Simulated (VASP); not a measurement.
Runs of VASP 6.6.1 on SiC. The cells are those of the table. 

```tsv
cell	gap on the mesh (eV)	pressure (GPa)	largest force (eV/Å)
a = 3.076, b = 3.076, c = 10.171 Å, angles 86.5, 83.1, 60.0°, 8 atoms	0.52	-4.4	1.68
a = 3.076, b = 3.076, c = 10.101 Å, angles 89.1, 88.3, 60.0°, 8 atoms	2.21	-3.7	1.15
a = 3.076, b = 3.076, c = 10.115 Å, angles 88.3, 86.5, 60.0°, 8 atoms	1.86	(a)	1.74
a = 3.076, b = 3.076, c = 10.138 Å, angles 87.4, 84.8, 60.0°, 8 atoms	1.14	(b)	1.98
```

Alike in all rows: task single point; level LDA; potentials or basis VASP PAW LDA potentials, release 64 (Si, C); no spin polarisation; k mesh 10 × 10 × 3; cutoff (eV) 520; smearing gaussian 0.05 eV.

Task: Fill in the values left out.

Result: (a) -4.0; (b) -4.3.

Caveats: forces of over 1 eV/Å act on the atoms, so gaps and moduli don't describe the material at rest.

A k mesh can miss the band edges.
